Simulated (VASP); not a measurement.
# Ta (I4/mmm) in VASP: a series of runs

Ta is run at these levels: r2SCAN; tasks: single point.

Program: VASP 6.6.1. These are calculated values, not measurements. Logs are shortened: lines on timing, memory, paths and dates and some standing lists are left out, and cuts for length are marked.

**1. The cell of the first run**

Symmetry: I4/mmm, No. 139, tetragonal system. Conventional cell: a = 3.303 Å, b = 3.303 Å, c = 3.451 Å, α = 90.00°, β = 90.00°, γ = 90.00°. Ta (site symmetry 4/mmm) has 14 Ta at 2.90 to 3.45 Å within 3.8 Å.

**2. Single point, r2SCAN (strain +0.0450 x Voigt [1, 0, 0, 0, 0, 0])**

The input, POSCAR:

```
Ta
1.0
   -1.7255876000      1.6512800000      1.6512800000
    1.7255876000     -1.6512800000      1.6512800000
    1.7255876000      1.6512800000     -1.6512800000
Ta
1
Direct
    0.0000000000      0.0000000000      0.0000000000
```

The input, INCAR.step1:

```
PREC     = Accurate       # precision mode
ENCUT    = 520            # plane-wave cutoff, eV
ISMEAR   = 0              # smearing method
SIGMA    = 0.15           # smearing width, eV
LREAL    = False          # projectors in reciprocal space
LASPH    = True           # aspherical terms in the spheres
NELM     = 60             # most SCF steps
NBANDS   = 12             # bands
GGA      = PE             # functional
ALGO     = Normal         # electronic algorithm
EDIFF    = 1E-4           # SCF threshold, eV
LWAVE    = True           # write WAVECAR
LCHARG   = False          # write CHGCAR
```

The input, INCAR.step2:

```
PREC     = Accurate       # precision mode
ENCUT    = 520            # plane-wave cutoff, eV
EDIFF    = 1E-6           # SCF threshold, eV
ISMEAR   = 0              # smearing method
SIGMA    = 0.15           # smearing width, eV
LREAL    = False          # projectors in reciprocal space
LASPH    = True           # aspherical terms in the spheres
NELM     = 60             # most SCF steps
ALGO     = Normal         # electronic algorithm
ISIF     = 2              # what is computed and relaxed
LWAVE    = False          # write WAVECAR
LCHARG   = False          # write CHGCAR
METAGGA  = R2SCAN         # meta-GGA
LMIXTAU  = True         
NBANDS   = 12             # bands
ISTART   = 1
```

The input, KPOINTS:

```
Automatic mesh
0
Gamma
  20 20 20
```

Potentials or basis: VASP PAW PBE potentials, release 64 (Ta_pv).

Launch:

```console
> cat potpaw_PBE.64/Ta_pv/POTCAR > POTCAR
> cp INCAR.step1 INCAR
> mpirun -np 1 vasp_std > vasp.out
> cp INCAR.step2 INCAR
> mpirun -np 1 vasp_std > vasp.out
```

OUTCAR:

```text
PREC = Accurate
   ENCUT = 520
   EDIFF = 1E-6
   ISMEAR = 0
   LREAL = False
   LASPH = True
   NELM = 60
   ISIF = 2
   METAGGA = R2SCAN
   ISTART = 1

 ion  position               nearest neighbor table
   1  0.000  0.000  0.000-

  LATTYP: Found a body centered tetragonal cell.
 ALAT       =     3.3025600000
 C/A-ratio  =     1.0450000000

  Lattice vectors:

 A1 = (  -1.7255876000,   1.6512800000,  -1.6512800000)
 A2 = (  -1.7255876000,  -1.6512800000,   1.6512800000)
 A3 = (   1.7255876000,   1.6512800000,   1.6512800000)

Analysis of symmetry for initial positions (statically):
=====================================================================
 Subroutine PRICEL returns:
 Original cell was already a primitive cell.

 Routine SETGRP: Setting up the symmetry group for a
 body centered tetragonal supercell.

 Subroutine GETGRP returns: Found 16 space group operations
 (whereof 16 operations were pure point group operations)
 out of a pool of 16 trial point group operations.

The static configuration has the point symmetry D_4h.

Analysis of symmetry for dynamics (positions and initial velocities):
=====================================================================
 Subroutine PRICEL returns:
 Original cell was already a primitive cell.

 Routine SETGRP: Setting up the symmetry group for a
 body centered tetragonal supercell.

 Subroutine GETGRP returns: Found 16 space group operations
 (whereof 16 operations were pure point group operations)
 out of a pool of 16 trial point group operations.

The dynamic configuration has the point symmetry D_4h.

 Subroutine INISYM returns: Found 16 space group operations
 (whereof 16 operations are pure point group operations),
 and found     1 'primitive' translations

----------------------------------------------------------------------------------------

                                     Primitive cell

  volume of cell :      18.8208

  direct lattice vectors                    reciprocal lattice vectors
    -1.725587600  1.651280000  1.651280000     0.000000000  0.302795407  0.302795407
     1.725587600 -1.651280000  1.651280000     0.289756371  0.000000000  0.302795407
     1.725587600  1.651280000 -1.651280000     0.289756371  0.302795407  0.000000000

  length of vectors
     2.903636314  2.903636314  2.903636314     0.428217371  0.419098810  0.419098810

  position of ions in fractional coordinates (direct lattice)
     0.000000000  0.000000000  0.000000000

  ion indices of the primitive-cell ions
   primitive index   ion index
                 1           1

----------------------------------------------------------------------------------------

 KPOINTS: Automatic mesh

Automatic generation of k-mesh.
 Grid dimensions read from file:
 generate k-points for:   20   20   20

 Generating k-lattice:

  Cartesian coordinates                     Fractional coordinates (reciprocal lattice)
     0.000000000  0.015139770  0.015139770     0.050000000  0.000000000  0.000000000
     0.014487819  0.000000000  0.015139770     0.000000000  0.050000000  0.000000000
     0.014487819  0.015139770  0.000000000     0.000000000  0.000000000  0.050000000

  Length of vectors
     0.021410869  0.020954941  0.020954941

  Shift w.r.t. Gamma in fractional coordinates (k-lattice)
     0.000000000  0.000000000  0.000000000

 Subroutine IBZKPT returns following result:
 ===========================================

 Found    641 irreducible k-points:

 Following reciprocal coordinates:
            Coordinates               Weight
  0.000000  0.000000  0.000000      1.000000
  0.050000  0.000000  0.000000      4.000000
  0.100000  0.000000  0.000000      4.000000
  0.150000  0.000000  0.000000      4.000000
  0.200000  0.000000  0.000000      4.000000
  0.250000  0.000000  0.000000      4.000000
[... 16 lines left out ...]
  0.050000  0.100000 -0.000000     16.000000
  0.100000  0.100000  0.000000     16.000000
 [... further k-points ...]
   k-points           NKPTS =    641   k-points in BZ     NKDIM =    641   number of bands    NBANDS=     12
   number of dos      NEDOS =    301   number of ions     NIONS =      1
   total plane-waves  NPLWV =  13824
   dimension x,y,z NGX =    24 NGY =   24 NGZ =   24
   dimension x,y,z NGXF=    48 NGYF=   48 NGZF=   48
   ions per type =               1
   NGX,Y,Z   is equivalent  to a cutoff of  13.74, 13.74, 13.74 a.u.
   NGXF,Y,Z  is equivalent  to a cutoff of  27.48, 27.48, 27.48 a.u.
 SYSTEM =  unknown system
   PREC   = accura    normal or accurate (medium, high low for compatibility)
   ISTART =      1    job   : 0-new  1-cont  2-samecut
   ICHARG =      0    charge: 1-file 2-atom 10-const
   ISPIN  =      1    spin polarized calculation?
   LNONCOLLINEAR =      F non collinear calculations
   LSORBIT =      F    spin-orbit coupling
   LASPH  =      T    aspherical Exc in radial PAW
   ENCUT  =  520.0 eV  38.22 Ry    6.18 a.u.   5.40  5.40  5.40*2*pi/ulx,y,z
   NELM   =     60;   NELMIN=  2; NELMDL=  0     # of ELM steps
   EDIFF  = 0.1E-05   stopping-criterion for ELM
   LREAL  =      F    real-space projection
   EDIFFG = 0.1E-04   stopping-criterion for IOM
   NSW    =      0    number of steps for IOM
   IBRION =     -1    ionic relax: 0-MD 1-quasi-New 2-CG
   NFREE  =      0    steps in history (QN), initial steepest desc. (CG)
   ISIF   =      2    stress and relaxation
   ISYM   =      2    0-nonsym 1-usesym 2-fastsym
   POTIM  = 0.5000    time-step for ionic-motion
   TEBEG  =    0.0;   TEEND  =   0.0 temperature during run
   PSTRESS=    0.0 pullay stress
   NELECT =      11.0000    total number of electrons
   NUPDOWN=      -1.0000    fix difference up-down
   EMIN   =  10.00;   EMAX   =-10.00  energy-range for DOS
   EFERMI =   0.00;   METHOD = LEGACY
   ISMEAR =     0;   SIGMA  =   0.15  broadening in eV -4-tet -1-fermi 0-gaus
   EFERMI_NEDOS =   21; number of points for ismear=-14 and -15
   IALGO  =     38    algorithm
   IMIX   =      4    mixing-type and parameters
     AMIX     =   0.40;   BMIX     =  1.00
     AMIX_MAG =   1.60;   BMIX_MAG =  1.00
  volume/ion in A,a.u.               =      18.82       127.01
  Fermi-wavevector in a.u.,A,eV,Ry     =   1.368757  2.586575 25.490444  1.873495
  Thomas-Fermi vector in A             =   2.494692
   LORBIT       =      0    0 simple, 1 ext, 2 COOP (PROOUT), +10 PAW based schemes
   METAGGA = R2SCAN    functional components
   LHFCALC =     F    Hartree Fock is set to
   AEXX    =    0.0000 exact exchange contribution
   IVDW    =     0    specifies the selected vdW correction
   LEPSILON=     F    determine dielectric tensor
   LRPA    =     F    only Hartree local field effects (RPA)
 non-spin polarized calculation
 Gauss-broadening in eV      SIGMA  =   0.15
  energy-cutoff  :      520.00
  volume of cell :       18.82
 maximum number of plane-waves:       524
 NGX is ok and might be reduce to    24
   NGX = 11   NGY = 11   NGZ = 11

 number of electron      10.9999999 magnetization

 Free energy of the ion-electron system (eV)
  ---------------------------------------------------
  ext. energy  EPLUGINS =         0.00000000
  ---------------------------------------------------
  free energy    TOTEN  =       -48.56289885 eV

  energy without entropy =      -48.54815169  energy(sigma->0) =      -48.55552527

 E-fermi :   4.9842     XC(G=0): -13.5182

 val. band max:        4.9796902541   @ k =  -0.3000   0.4000   0.1000
 cond. band min:       4.9896902999   @ k =   0.0500   0.1500   0.0500
 fundamental gap:      0.0100000458
 Fermi energy:         4.9842063210

 k-point     1 :       0.0000    0.0000    0.0000
  band No.  band energies     occupation
      1     -29.4355      2.00000
      2     -29.4285      2.00000
      3     -29.4285      2.00000
      4      -3.1820      2.00000
      5       5.6462      0.00000
      6       5.6462      0.00000
      7       6.2050      0.00000
      8       8.7550      0.00000
      9       9.4985      0.00000
     10      16.8765      0.00000
     11      20.0189      0.00000
     12      20.8392      0.00000

 k-point     2 :       0.0500    0.0000    0.0000
  band No.  band energies     occupation
      1     -29.4566      2.00000
      2     -29.4449      2.00000
      3     -29.4293      2.00000
      4      -3.0674      2.00000
      5       5.5646      0.00000
      6       5.7553      0.00000
      7       6.1718      0.00000
      8       8.7663      0.00000
      9       9.3761      0.00000
     10      16.8764      0.00000
     11      20.2272      0.00000
     12      20.9359      0.00000

 k-point     3 :       0.1000    0.0000    0.0000
  band No.  band energies     occupation
      1     -29.5376      2.00000
      2     -29.4718      2.00000
      3     -29.4315      2.00000
      4      -2.7323      2.00000
      5       5.3368      0.00089
      6       6.0485      0.00000
      7       6.0799      0.00000
      8       8.8042      0.00000
      9       9.1054      0.00000
     10      16.8764      0.00000
     11      20.8333      0.00000
     12      21.1852      0.00000

 k-point     4 :       0.1500    0.0000    0.0000
  band No.  band energies     occupation
      1     -29.6618      2.00000
      2     -29.5136      2.00000
      3     -29.4351      2.00000
      4      -2.2035      2.00000
      5       5.0059      0.83773
      6       5.7919      0.00000
      7       6.6118      0.00000
      8       8.8784      0.00000
      9       8.8847      0.00000
     10      16.8762      0.00000
     11      21.4343      0.00000
     12      21.7888      0.00000

 k-point     5 :       0.2000    0.0000    0.0000
  band No.  band energies     occupation
      1     -29.8148      2.00000
      2     -29.5657      2.00000
      3     -29.4396      2.00000
      4      -1.5305      2.00000
      5       4.6231      1.99934
      6       5.4249      0.00003
      7       7.3370      0.00000
      8       8.8399      0.00000
      9       9.0004      0.00000
     10      16.8760      0.00000
     11      21.3743      0.00000
     12      22.9943      0.00000
[... 228 lines left out ...]
      1     -30.4748      2.00000
      2     -29.8086      2.00000
      3     -29.4713      2.00000
      4       0.7221      2.00000
      5       3.2002      2.00000
      6       6.2590      0.00000
      7       9.4267      0.00000
      8      10.2907      0.00000
      9      12.7043      0.00000
     10      16.6990      0.00000
     11      16.9496      0.00000
     12      17.3795      0.00000

 k-point    22 :       0.0000    0.1000    0.0000
  band No.  band energies     occupation
      1     -29.5421      2.00000
      2     -29.4608      2.00000
      3     -29.4318      2.00000
      4      -2.7521      2.00000
      5       5.5571      0.00000
      6       5.5811      0.00000
      7       6.4237      0.00000
      8       8.4643      0.00000
      9       9.3854      0.00000
     10      16.8764      0.00000
     11      20.6406      0.00000
     12      21.5385      0.00000

 k-point    23 :       0.0500    0.1000   -0.0000
  band No.  band energies     occupation
      1     -29.6199      2.00000
      2     -29.4753      2.00000
      3     -29.4435      2.00000
      4      -2.4294      2.00000
      5       5.3337      0.00098
      6       5.5677      0.00000
      7       6.6413      0.00000
      8       8.4349      0.00000
      9       9.2717      0.00000
     10      16.8763      0.00000
     11      20.9762      0.00000
     12      21.9272      0.00000

 k-point    24 :       0.1000    0.1000    0.0000
  band No.  band energies     occupation
      1     -29.7339      2.00000
      2     -29.5034      2.00000
      3     -29.4612      2.00000
      4      -1.9174      2.00000
      5       5.0019      0.86767
      6       5.4238      0.00003
      7       7.0951      0.00000
      8       8.3360      0.00000
      9       9.3042      0.00000
     10      16.8762      0.00000
     11      21.5114      0.00000
     12      22.2814      0.00000

 [... further k-points ...]

------------------------ aborting loop because EDIFF is reached ----------------------------------------

  FORCE on cell =-STRESS in cart. coord.  units (eV):
  Direction    XX          YY          ZZ          XY          YZ          ZX
  --------------------------------------------------------------------------------------
  -------------------------------------------------------------------------------------
  Total       -1.1647308     -0.6712080     -0.6712080      0.0000000      0.0000000     -0.0000000
  in kB      -99.1511385    -57.1385552    -57.1385552      0.0000000      0.0000000     -0.0000000
  external PRESSURE =     -71.1427496 kB  Pullay stress =       0.0000000 kB

 VOLUME and BASIS-vectors are now :
 -----------------------------------------------------------------------------
  energy-cutoff  :      520.00
  volume of cell :       18.82
      direct lattice vectors                 reciprocal lattice vectors
    -1.725587600  1.651280000  1.651280000     0.000000000  0.302795407  0.302795407
     1.725587600 -1.651280000  1.651280000     0.289756371  0.000000000  0.302795407
     1.725587600  1.651280000 -1.651280000     0.289756371  0.302795407  0.000000000

 POSITION                                       TOTAL-FORCE (eV/Angst)
 -----------------------------------------------------------------------------------
      0.00000      0.00000      0.00000         0.000000     -0.000000     -0.000000
 -----------------------------------------------------------------------------------
    total drift:                                0.000000      0.000000     -0.000000

  FREE ENERGIE OF THE ION-ELECTRON SYSTEM (eV)
  ---------------------------------------------------
  free  energy   TOTEN  =       -48.5628988539 eV

  energy  without entropy=      -48.5481516867  energy(sigma->0) =      -48.55552527
```

Wall time 2.4 min (1 thread of Intel Xeon 6975P-C (Granite Rapids), shared host); peak memory 0.26 GiB.

Results:

| Item | Value |
| --- | --- |
| Free energy | -48.5629 eV |
| Pressure | -7.1 GPa |
| Band gap on the k mesh | zero (an odd number of electrons rules out a gap without spin polarisation) |

Caveat: the cell differs from its parent crystal (strain +0.0450 x Voigt [1, 0, 0, 0, 0, 0]); the cell stands under tension; the PAW data sets were made with another functional, which shifts forces and pressure a little; spin-orbit coupling is left out, which moves the levels of the heavy elements.

**3. Single point, r2SCAN (strain +0.0525 x Voigt [1, 0, 0, 0, 0, 0])**

The input, POSCAR:

```
Ta
1.0
   -1.7379722000      1.6512800000      1.6512800000
    1.7379722000     -1.6512800000      1.6512800000
    1.7379722000      1.6512800000     -1.6512800000
Ta
1
Direct
    0.0000000000      0.0000000000      0.0000000000
```

The input, INCAR.step1:

```
  PREC = Accurate
  ENCUT = 520
  ISMEAR = 0
  SIGMA = 0.15
  LREAL = False
  LASPH = True
  NELM = 60
  NBANDS = 12
  GGA = PE
  ALGO = Normal
  EDIFF = 1E-4
  LWAVE = True
  LCHARG = False
```

The input, INCAR.step2:

```
  PREC = Accurate
  ENCUT = 520
  EDIFF = 1E-7
  ISMEAR = 0
  SIGMA = 0.15
  LREAL = False
  LASPH = True
  NELM = 60
  ALGO = Normal
  ISIF = 2
  LWAVE = False
  LCHARG = False
  METAGGA = R2SCAN
  LMIXTAU = True
  NBANDS = 12
  ISTART = 1
```

KPOINTS is that of step 2.

Potentials or basis: VASP PAW PBE potentials, release 64 (Ta_pv).

Launch:

```console
> cat potpaw_PBE.64/Ta_pv/POTCAR > POTCAR
> cp INCAR.step1 INCAR
> mpirun -np 1 vasp_std > vasp.out
> cp INCAR.step2 INCAR
> mpirun -np 1 vasp_std > vasp.out
```

Run time: 2.7 min. Hardware: 1 thread of Intel Xeon 6975P-C (Granite Rapids), shared host; peak memory 0.26 GiB.

The run converged. Its results:

| Item | Value |
| --- | --- |
| Free energy | -48.5539 eV |
| Pressure | -8.3 GPa |
| Band gap on the k mesh | zero (an odd number of electrons rules out a gap without spin polarisation) |

Stress tensor (GPa, compression positive):
```
-11.40   0.00   0.00
  0.00  -6.73   0.00
  0.00   0.00  -6.73
```

Levels at points of the mesh, in eV from the Fermi level:
| k point | band 4 | band 5 | band 6 | band 7 | band 8 | band 9 |
| --- | --- | --- | --- | --- | --- | --- |
| (0.00, 0.00, 0.00) | -8.14 | 0.64 | 0.64 | 1.28 | 3.68 | 4.53 |
| (0.50, 0.00, 0.00) | -4.30 | -1.86 | 1.48 | 4.54 | 5.25 | 7.65 |
| (0.00, 0.50, 0.00) | -4.36 | -1.19 | 1.12 | 3.55 | 5.01 | 7.50 |
| (0.50, 0.50, 0.50) | -3.72 | -3.57 | 6.58 | 6.75 | 6.75 | 7.62 |

Caveat: the cell differs from its parent crystal (strain +0.0525 x Voigt [1, 0, 0, 0, 0, 0]); the cell stands under tension; the PAW data sets were made with another functional, which shifts forces and pressure a little; spin-orbit coupling is left out, which moves the levels of the heavy elements.

**4. Single point, r2SCAN (strain +0.0600 x Voigt [1, 0, 0, 0, 0, 0])**

The input, POSCAR:

```
Ta
1.0
   -1.7503568000      1.6512800000      1.6512800000
    1.7503568000     -1.6512800000      1.6512800000
    1.7503568000      1.6512800000     -1.6512800000
Ta
1
Direct
    0.0000000000      0.0000000000      0.0000000000
```

The input, INCAR.step1:

```
SYSTEM = Ta
PREC = Accurate
ENCUT = 520
ISMEAR = 0
SIGMA = 0.15
LREAL = .FALSE.
LASPH = .TRUE.
NELM = 60
NBANDS = 12
GGA = PE
ALGO = Normal
EDIFF = 1E-4
LWAVE = .TRUE.
LCHARG = .FALSE.
```

The input, INCAR.step2:

```
SYSTEM = Ta
PREC = Accurate
ENCUT = 520
EDIFF = 1E-6
ISMEAR = 0
SIGMA = 0.15
LREAL = .FALSE.
LASPH = .TRUE.
NELM = 60
ALGO = Normal
ISIF = 2
LWAVE = .FALSE.
LCHARG = .TRUE.
METAGGA = R2SCAN
LMIXTAU = .TRUE.
LELF = .TRUE.
LVHAR = .TRUE.
NBANDS = 12
ISTART = 1
```

The input, KPOINTS:

```
Automatic mesh
0
G
  20 20 20
  0 0 0
```

Launch:

```console
> cat potpaw_PBE.64/Ta_pv/POTCAR > POTCAR
> cp INCAR.step1 INCAR
> mpirun -np 1 vasp_std > vasp.out
> cp INCAR.step2 INCAR
> mpirun -np 1 vasp_std > vasp.out
```

Wall time 2.4 min (1 thread of Intel Xeon 6975P-C (Granite Rapids), shared host); peak memory 0.26 GiB.

It converged, with:

```yaml
Free_energy: -48.5437 eV
Pressure: -9.4 GPa
Band_gap_on_the_k_mesh: zero (an odd number of electrons rules out a gap without spin polarisation)
```

Stress tensor (GPa, compression positive):
```
-12.81   0.00   0.00
  0.00  -7.71   0.00
  0.00   0.00  -7.71
```

Levels at points of the mesh, in eV from the Fermi level:
```csv
k point,band 4,band 5,band 6,band 7,band 8,band 9
"(0.00, 0.00, 0.00)",-8.12,0.61,0.61,1.33,3.59,4.54
"(0.50, 0.00, 0.00)",-4.27,-1.89,1.49,4.57,5.24,7.59
"(0.00, 0.50, 0.00)",-4.33,-1.14,1.07,3.45,4.99,7.42
"(0.50, 0.50, 0.50)",-3.69,-3.53,6.51,6.70,6.70,7.43
```

Caveat: the cell differs from its parent crystal (strain +0.0600 x Voigt [1, 0, 0, 0, 0, 0]); the cell stands under tension; the PAW data sets were made with another functional, which shifts forces and pressure a little; spin-orbit coupling is left out, which moves the levels of the heavy elements.

**5. Summary**

```tsv
cell	gap on the mesh (eV)	pressure (GPa)
a = 2.904 Å, angles 107.1, 110.7, 110.7°, 1 atom	none	-7.1
a = 2.911 Å, angles 106.7, 110.9, 110.9°, 1 atom	none	-8.3
a = 2.918 Å, angles 106.3, 111.1, 111.1°, 1 atom	none	-9.4
```

Alike in all rows: task single point; level r2SCAN; potentials or basis VASP PAW PBE potentials, release 64 (Ta_pv); no spin polarisation; k mesh 20 × 20 × 20; cutoff (eV) 520; smearing gaussian 0.15 eV.

Caveats: the cell stands under tension; the PAW data sets were made with another functional, which shifts forces and pressure a little; spin-orbit coupling is left out, which moves the levels of the heavy elements.

Total energies depend on the potentials used, so only differences within one code and one set of settings carry meaning.
